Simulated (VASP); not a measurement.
Here is a VASP 6.6.1 calculation.

File INCAR:

```
ALGO     = Normal         # electronic algorithm
EDIFF    = 1E-6           # SCF threshold, eV
ENCUT    = 520            # plane-wave cutoff, eV
GGA      = PE             # functional
ISIF     = 2              # what is computed and relaxed
ISMEAR   = 0              # smearing method
LASPH    = True           # aspherical terms in the spheres
LCHARG   = False          # write CHGCAR
LREAL    = False          # projectors in reciprocal space
LWAVE    = False          # write WAVECAR
NBANDS   = 16             # bands
NELM     = 100            # most SCF steps
PREC     = Accurate       # precision mode
SIGMA    = 0.05           # smearing width, eV
```

Contents of KPOINTS:

```
k-points
0
Gamma
  9 9 6
```

File POSCAR:

```
AlN
1.0
    3.3134793407      0.0000000000      0.0000000000
   -1.6567396703      2.8695572839      0.0000000000
    0.0000000000      0.0000000000      4.1875902417
Al N
2 2
Direct
    0.3357213505      0.6714427011      0.7881825525
    0.6690546839      0.3381093678      0.2881825525
    0.3287333206      0.6574666412      0.1764493462
    0.6620666539      0.3241333079      0.6764493462
```

Potentials or basis: VASP PAW PBE potentials, release 64 (Al, N).

Command:

```sh
$ cat potpaw_PBE.64/Al/POTCAR potpaw_PBE.64/N/POTCAR > POTCAR
$ mpirun -np 1 vasp_std > vasp.out
```

Problem. Predict the band gap on the k mesh.

Solution. 4.02 eV, direct.

Problem. What does it give for the pressure?

Solution. 26.1 GPa.

Stress tensor (GPa, compression positive):
```
-10.60   0.00   0.00
  0.00 -10.32  -2.44
  0.00  -2.44  99.29
```

Caveat: the cell differs from its parent crystal (mode 4 frozen in at -0.308 Å and mode 10 at -0.026 Å (largest displacements)); forces of over 1 eV/Å act on the atoms, so gaps and moduli don't describe the material at rest. A k mesh can miss the band edges.
